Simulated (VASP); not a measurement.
# Ir (Fd-3m) in VASP: single point with PBEsol

Aim: the single point of Ir with PBEsol.

All numbers are computed with VASP 6.6.1; they aren't measurements. Logs are shortened: lines on timing, memory, paths and dates and some standing lists are left out, and cuts for length are marked.

**1. The cell of the first run**

Symmetry: Fd-3m, No. 227, cubic system. Conventional cell: a = 7.686 Å, b = 7.686 Å, c = 7.686 Å, α = 90.00°, β = 90.00°, γ = 90.00°. Within 3.6 Å of Ir (site symmetry -3m) lie 6 Ir at 2.72 Å.

**2. Single point, PBEsol**

INCAR

```
SYSTEM = Ir
ALGO = Normal
EDIFF = 1E-6
ENCUT = 520
GGA = PS
ISIF = 2
ISMEAR = -1
LASPH = .TRUE.
LCHARG = .FALSE.
LREAL = .FALSE.
LWAVE = .FALSE.
NBANDS = 26
NELM = 100
PREC = Accurate
SIGMA = 0.05
```

KPOINTS

```
k-points
0
G
  5 5 5
  0 0 0
```

POSCAR

```
Ir
1.0
    0.0000000000      3.8430000000      3.8430000000
    3.8430000000      0.0000000000      3.8430000000
    3.8430000000      3.8430000000      0.0000000000
Ir
4
Direct
    0.6250000000      0.6250000000      0.6250000000
    0.1250000000      0.6250000000      0.6250000000
    0.6250000000      0.6250000000      0.1250000000
    0.6250000000      0.1250000000      0.6250000000
```

Potentials or basis: VASP PAW PBE potentials, release 64 (Ir).

The run is started by

```console
$ cat potpaw_PBE.64/Ir/POTCAR > POTCAR
$ mpirun -np 1 vasp_std > vasp.out
```

OUTCAR:

```text
SYSTEM = Ir
   EDIFF = 1E-6
   ENCUT = 520
   GGA = PS
   ISIF = 2
   ISMEAR = -1
   LASPH = .TRUE.
   LREAL = .FALSE.
   NELM = 100
   PREC = Accurate

 ion  position               nearest neighbor table
   1  0.625  0.625  0.625-   2 2.72   3 2.72   4 2.72   3 2.72   4 2.72   2 2.72
   2  0.125  0.625  0.625-   1 2.72   3 2.72   4 2.72   1 2.72   3 2.72   4 2.72
   3  0.625  0.625  0.125-   1 2.72   1 2.72   2 2.72   4 2.72   4 2.72   2 2.72
   4  0.625  0.125  0.625-   1 2.72   3 2.72   1 2.72   2 2.72   3 2.72   2 2.72

  LATTYP: Found a face centered cubic cell.
 ALAT       =     7.6860000000

  Lattice vectors:

 A1 = (   0.0000000000,   3.8430000000,   3.8430000000)
 A2 = (   3.8430000000,   0.0000000000,   3.8430000000)
 A3 = (   3.8430000000,   3.8430000000,   0.0000000000)

Analysis of symmetry for initial positions (statically):
=====================================================================
 Subroutine PRICEL returns:
 Original cell was already a primitive cell.

 Routine SETGRP: Setting up the symmetry group for a
 face centered cubic supercell.

 Subroutine GETGRP returns: Found 48 space group operations
 (whereof 24 operations were pure point group operations)
 out of a pool of 48 trial point group operations.

The static configuration has the point symmetry T_d .
 The point group associated with its full space group is O_h .

Analysis of symmetry for dynamics (positions and initial velocities):
=====================================================================
 Subroutine PRICEL returns:
 Original cell was already a primitive cell.

 Routine SETGRP: Setting up the symmetry group for a
 face centered cubic supercell.

 Subroutine GETGRP returns: Found 48 space group operations
 (whereof 24 operations were pure point group operations)
 out of a pool of 48 trial point group operations.

The dynamic configuration has the point symmetry T_d .
 The point group associated with its full space group is O_h .

 Subroutine INISYM returns: Found 48 space group operations
 (whereof 24 operations are pure point group operations),
 and found     1 'primitive' translations

----------------------------------------------------------------------------------------

                                     Primitive cell

  volume of cell :     113.5118

  direct lattice vectors                    reciprocal lattice vectors
     0.000000000  3.843000000  3.843000000    -0.130106687  0.130106687  0.130106687
     3.843000000  0.000000000  3.843000000     0.130106687 -0.130106687  0.130106687
     3.843000000  3.843000000  0.000000000     0.130106687  0.130106687 -0.130106687

  length of vectors
     5.434822720  5.434822720  5.434822720     0.225351393  0.225351393  0.225351393

  position of ions in fractional coordinates (direct lattice)
     0.625000000  0.625000000  0.625000000
     0.125000000  0.625000000  0.625000000
     0.625000000  0.625000000  0.125000000
     0.625000000  0.125000000  0.625000000

  ion indices of the primitive-cell ions
   primitive index   ion index
                 1           1
                 2           2
                 3           3
                 4           4

----------------------------------------------------------------------------------------

 KPOINTS: k-points

Automatic generation of k-mesh.
 Grid dimensions read from file:
 generate k-points for:    5    5    5

 Generating k-lattice:

  Cartesian coordinates                     Fractional coordinates (reciprocal lattice)
    -0.026021337  0.026021337  0.026021337     0.200000000  0.000000000  0.000000000
     0.026021337 -0.026021337  0.026021337     0.000000000  0.200000000  0.000000000
     0.026021337  0.026021337 -0.026021337     0.000000000  0.000000000  0.200000000

  Length of vectors
     0.045070279  0.045070279  0.045070279

  Shift w.r.t. Gamma in fractional coordinates (k-lattice)
     0.000000000  0.000000000  0.000000000

 Subroutine IBZKPT returns following result:
 ===========================================

 Found     10 irreducible k-points:

 Following reciprocal coordinates:
            Coordinates               Weight
  0.000000  0.000000  0.000000      1.000000
  0.200000  0.000000  0.000000      8.000000
  0.400000  0.000000  0.000000      8.000000
  0.200000  0.200000  0.000000      6.000000
  0.400000  0.200000  0.000000     24.000000
 -0.400000  0.200000  0.000000     24.000000
 -0.200000  0.200000  0.000000     12.000000
  0.400000  0.400000  0.000000      6.000000
 -0.400000  0.400000  0.000000     12.000000
 -0.400000  0.400000  0.200000     24.000000
   k-points           NKPTS =     10   k-points in BZ     NKDIM =     10   number of bands    NBANDS=     26
   number of dos      NEDOS =    301   number of ions     NIONS =      4
   total plane-waves  NPLWV =  64000
   dimension x,y,z NGX =    40 NGY =   40 NGZ =   40
   dimension x,y,z NGXF=    80 NGYF=   80 NGZF=   80
   ions per type =               4
   NGX,Y,Z   is equivalent  to a cutoff of  12.24, 12.24, 12.24 a.u.
   NGXF,Y,Z  is equivalent  to a cutoff of  24.47, 24.47, 24.47 a.u.
 SYSTEM =  Ir
   PREC   = accura    normal or accurate (medium, high low for compatibility)
   ISTART =      0    job   : 0-new  1-cont  2-samecut
   ICHARG =      2    charge: 1-file 2-atom 10-const
   ISPIN  =      1    spin polarized calculation?
   LNONCOLLINEAR =      F non collinear calculations
   LSORBIT =      F    spin-orbit coupling
   LASPH  =      T    aspherical Exc in radial PAW
   ENCUT  =  520.0 eV  38.22 Ry    6.18 a.u.  10.11 10.11 10.11*2*pi/ulx,y,z
   NELM   =    100;   NELMIN=  2; NELMDL= -5     # of ELM steps
   EDIFF  = 0.1E-05   stopping-criterion for ELM
   LREAL  =      F    real-space projection
   EDIFFG = 0.1E-04   stopping-criterion for IOM
   NSW    =      0    number of steps for IOM
   IBRION =     -1    ionic relax: 0-MD 1-quasi-New 2-CG
   NFREE  =      0    steps in history (QN), initial steepest desc. (CG)
   ISIF   =      2    stress and relaxation
   ISYM   =      2    0-nonsym 1-usesym 2-fastsym
   POTIM  = 0.5000    time-step for ionic-motion
   TEBEG  =    0.0;   TEEND  =   0.0 temperature during run
   PSTRESS=    0.0 pullay stress
   NELECT =      36.0000    total number of electrons
   NUPDOWN=      -1.0000    fix difference up-down
   EMIN   =  10.00;   EMAX   =-10.00  energy-range for DOS
   EFERMI =   0.00;   METHOD = LEGACY
   ISMEAR =    -1;   SIGMA  =   0.05  broadening in eV -4-tet -1-fermi 0-gaus
   EFERMI_NEDOS =   21; number of points for ismear=-14 and -15
   IALGO  =     38    algorithm
   IMIX   =      4    mixing-type and parameters
     AMIX     =   0.40;   BMIX     =  1.00
     AMIX_MAG =   1.60;   BMIX_MAG =  1.00
  volume/ion in A,a.u.               =      28.38       191.50
  Fermi-wavevector in a.u.,A,eV,Ry     =   1.116423  2.109733 16.958293  1.246399
  Thomas-Fermi vector in A             =   2.253036
   LORBIT       =      0    0 simple, 1 ext, 2 COOP (PROOUT), +10 PAW based schemes
   GGA     = PS    functional components
   LHFCALC =     F    Hartree Fock is set to
   AEXX    =    0.0000 exact exchange contribution
   IVDW    =     0    specifies the selected vdW correction
   LEPSILON=     F    determine dielectric tensor
   LRPA    =     F    only Hartree local field effects (RPA)
 non-spin polarized calculation
  energy-cutoff  :      520.00
  volume of cell :      113.51
 maximum number of plane-waves:      3119
   NGX = 21   NGY = 21   NGZ = 21

 number of electron      36.0000002 magnetization

 Free energy of the ion-electron system (eV)
  ---------------------------------------------------
  ext. energy  EPLUGINS =         0.00000000
  ---------------------------------------------------
  free energy    TOTEN  =       -30.14210342 eV

  energy without entropy =      -29.98281426  energy(sigma->0) =      -30.06245884

 E-fermi :   1.5083     XC(G=0):  -9.6787

 val. band max:        1.5072306933   @ k =  -0.4000   0.4000   0.0000
 cond. band min:       1.5158514404   @ k =  -0.4000   0.2000   0.0000
 fundamental gap:      0.0086207472
 Fermi energy:         1.5083406342

 k-point     1 :       0.0000    0.0000    0.0000
  band No.  band energies     occupation
      1      -6.2588      2.00000
      2      -3.1544      2.00000
      3      -3.1544      2.00000
      4      -3.1544      2.00000
      5      -2.4098      2.00000
      6      -1.9412      2.00000
[... 18 lines left out ...]
     25       5.2132      0.00000
     26       7.8915      0.00000

 k-point     2 :       0.2000    0.0000    0.0000
  band No.  band energies     occupation
      1      -5.9304      2.00000
      2      -3.0526      2.00000
      3      -2.9264      2.00000
      4      -2.9264      2.00000
      5      -2.1582      2.00000
      6      -1.7903      2.00000
[... 18 lines left out ...]
     25       5.9824      0.00000
     26       7.6685      0.00000

 k-point     3 :       0.4000    0.0000    0.0000
  band No.  band energies     occupation
      1      -5.2806      2.00000
      2      -2.5919      2.00000
      3      -2.5621      2.00000
      4      -2.5621      2.00000
      5      -1.6455      2.00000
      6      -1.2085      2.00000
[... 18 lines left out ...]
     25       6.4858      0.00000
     26       7.4650      0.00000

 k-point     4 :       0.2000    0.2000    0.0000
  band No.  band energies     occupation
      1      -5.7997      2.00000
      2      -3.1131      2.00000
      3      -2.7935      2.00000
      4      -2.7935      2.00000
      5      -2.0984      2.00000
      6      -1.8697      2.00000
[... 18 lines left out ...]
     25       5.5940      0.00000
     26       6.8100      0.00000

 k-point     5 :       0.4000    0.2000    0.0000
  band No.  band energies     occupation
      1      -5.1497      2.00000
      2      -2.9780      2.00000
      3      -2.3787      2.00000
      4      -2.3662      2.00000
      5      -1.7579      2.00000
      6      -1.4462      2.00000
[... 18 lines left out ...]
     25       6.0005      0.00000
     26       8.0426      0.00000

 k-point     6 :      -0.4000    0.2000    0.0000
  band No.  band energies     occupation
      1      -4.8219      2.00000
      2      -2.6763      2.00000
      3      -2.2265      2.00000
      4      -2.1473      2.00000
      5      -1.9425      2.00000
      6      -1.3300      2.00000
[... 18 lines left out ...]
     25       6.1544      0.00000
     26       8.8677      0.00000

 k-point     7 :      -0.2000    0.2000    0.0000
  band No.  band energies     occupation
      1      -5.4361      2.00000
      2      -2.9492      2.00000
      3      -2.6126      2.00000
      4      -2.5381      2.00000
      5      -1.7802      2.00000
      6      -1.7224      2.00000
[... 18 lines left out ...]
     25       6.6192      0.00000
     26       7.7462      0.00000

 k-point     8 :       0.4000    0.4000    0.0000
  band No.  band energies     occupation
      1      -4.5589      2.00000
      2      -3.3180      2.00000
      3      -1.8877      2.00000
      4      -1.8521      2.00000
      5      -1.8521      2.00000
      6      -1.2501      2.00000
[... 18 lines left out ...]
     25       5.7397      0.00000
     26       5.9217      0.00000

 k-point     9 :      -0.4000    0.4000    0.0000
  band No.  band energies     occupation
      1      -4.0681      2.00000
      2      -3.4706      2.00000
      3      -2.0066      2.00000
      4      -1.9231      2.00000
      5      -1.4561      2.00000
      6      -1.1732      2.00000
[... 18 lines left out ...]
     25       5.8501      0.00000
     26       8.0830      0.00000

 k-point    10 :      -0.4000    0.4000    0.2000
  band No.  band energies     occupation
      1      -4.4150      2.00000
      2      -3.1497      2.00000
      3      -2.1558      2.00000
      4      -1.9161      2.00000
      5      -1.5588      2.00000
      6      -1.5083      2.00000
[... 18 lines left out ...]
     25       7.9567      0.00000
     26       8.2128      0.00000

------------------------ aborting loop because EDIFF is reached ----------------------------------------

  FORCE on cell =-STRESS in cart. coord.  units (eV):
  Direction    XX          YY          ZZ          XY          YZ          ZX
  --------------------------------------------------------------------------------------
  -------------------------------------------------------------------------------------
  Total      -15.4082468    -15.4082468    -15.4082468      0.0000000      0.0000000     -0.0000000
  in kB     -217.4816700   -217.4816700   -217.4816700      0.0000000      0.0000000     -0.0000000
  external PRESSURE =    -217.4816700 kB  Pullay stress =       0.0000000 kB

 VOLUME and BASIS-vectors are now :
 -----------------------------------------------------------------------------
  energy-cutoff  :      520.00
  volume of cell :      113.51
      direct lattice vectors                 reciprocal lattice vectors
     0.000000000  3.843000000  3.843000000    -0.130106687  0.130106687  0.130106687
     3.843000000  0.000000000  3.843000000     0.130106687 -0.130106687  0.130106687
     3.843000000  3.843000000  0.000000000     0.130106687  0.130106687 -0.130106687

 POSITION                                       TOTAL-FORCE (eV/Angst)
 -----------------------------------------------------------------------------------
      4.80375      4.80375      4.80375        -0.000000      0.000000      0.000000
      4.80375      2.88225      2.88225         0.000000     -0.000000      0.000000
      2.88225      2.88225      4.80375        -0.000000      0.000000     -0.000000
      2.88225      4.80375      2.88225         0.000000     -0.000000      0.000000
 -----------------------------------------------------------------------------------
    total drift:                                0.000000      0.000000      0.000000

  FREE ENERGIE OF THE ION-ELECTRON SYSTEM (eV)
  ---------------------------------------------------
  free  energy   TOTEN  =       -30.1421034186 eV

  energy  without entropy=      -29.9828142555  energy(sigma->0) =      -30.06245884
```

It took 12 s on 1 thread of Intel Xeon 6975P-C (Granite Rapids), shared host; peak memory 0.24 GiB.

What came out:

- Free energy: -30.1421 eV
- Pressure: -21.7 GPa
- Band gap on the k mesh: zero (band 18 reaches 1.76 eV, above the bottom of band 19 at 1.42 eV)

Caveat: the PAW data sets were made with another functional, which shifts forces and pressure a little; spin-orbit coupling is left out, which moves the levels of the heavy elements.
